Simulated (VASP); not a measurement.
## Si (a cell with a defect): single point with PBE

System: Si (a cell with a defect).

```
Si
1.0
     0.00000    5.43000    5.43000
     5.43000    0.00000    5.43000
     5.43000    5.43000    0.00000
Si
17
Direct
  0.99926 0.99968 0.99995
  0.12247 0.12247 0.12247
  0.99694 0.99689 0.50291
  0.12287 0.12288 0.63138
  0.99696 0.50286 0.99688
  0.12296 0.63110 0.12297
  0.99706 0.50300 0.50309
  0.12641 0.62451 0.62452
  0.50278 0.99695 0.99692
  0.63066 0.12311 0.12311
  0.50293 0.99704 0.50315
  0.62454 0.12632 0.62455
  0.50297 0.50311 0.99702
  0.62456 0.62457 0.12626
  0.50013 0.50005 0.50001
  0.62466 0.62467 0.62467
  0.24925 0.24966 0.24993
```

```yaml
Program: VASP 6.6.1
Task: single point
Functional: PBE
Potentials_or_basis: VASP PAW PBE potentials, release 64 (Si)
Cutoff: 520 eV
k_mesh: 2 × 2 × 2
Occupations: gaussian, width 0.02 eV
Spin: no spin polarisation
```

- Pressure: 5.3 GPa
- Largest force: 0.018 eV/Å
- Band gap on the k mesh: zero (bands 34 and 35 overlap by 0.25 eV)

Forces in eV/Å, atoms in the order of the input:
```
Si   0.000  0.000  0.000
Si   0.012  0.010  0.008
Si   0.000 -0.001  0.011
Si  -0.003 -0.005 -0.005
Si   0.001  0.011 -0.002
Si   0.000 -0.007 -0.003
Si  -0.011 -0.003 -0.003
Si   0.000  0.004  0.005
Si   0.011  0.000  0.000
Si  -0.009  0.003  0.002
Si  -0.002 -0.012 -0.003
Si   0.005  0.000  0.007
Si  -0.001 -0.002 -0.012
Si   0.006  0.008  0.000
Si   0.000  0.001  0.001
Si  -0.008 -0.006 -0.005
Si   0.000 -0.001 -0.003
```

Levels at points of the mesh, in eV from the Fermi level:
| k point | band 31 | band 32 | band 33 | band 34 | band 35 | band 36 | band 37 | band 38 |
| --- | --- | --- | --- | --- | --- | --- | --- | --- |
| (0.00, 0.00, 0.00) | -0.83 | -0.83 | -0.83 | -0.25 | -0.25 | -0.24 | 0.08 | 0.08 |
| (0.50, 0.00, 0.00) | -1.58 | -1.44 | -1.44 | -0.35 | 0.52 | 0.53 | 0.89 | 0.89 |
| (0.00, 0.50, 0.00) | -1.58 | -1.44 | -1.44 | -0.35 | 0.52 | 0.53 | 0.89 | 0.89 |
| (0.00, 0.00, 0.50) | -1.58 | -1.44 | -1.44 | -0.35 | 0.52 | 0.53 | 0.89 | 0.89 |
| (0.50, 0.50, 0.50) | -1.58 | -1.44 | -1.44 | -0.35 | 0.53 | 0.53 | 0.89 | 0.89 |
| (0.50, 0.50, 0.00) | -2.03 | -1.90 | -1.00 | 0.01 | 0.71 | 1.01 | 1.02 | 1.14 |
| (0.00, 0.50, 0.50) | -2.03 | -1.90 | -1.00 | 0.01 | 0.71 | 1.01 | 1.02 | 1.14 |
| (0.50, 0.00, 0.50) | -2.03 | -1.90 | -1.00 | 0.01 | 0.71 | 1.01 | 1.02 | 1.14 |

It took 3.1 min on 1 thread of Intel(R) Xeon(R) 6975P-C (Granite Rapids), with other jobs on the host, peak memory 0.47 GiB.

Caveat: the k points lie up to 0.50 Å⁻¹ apart.
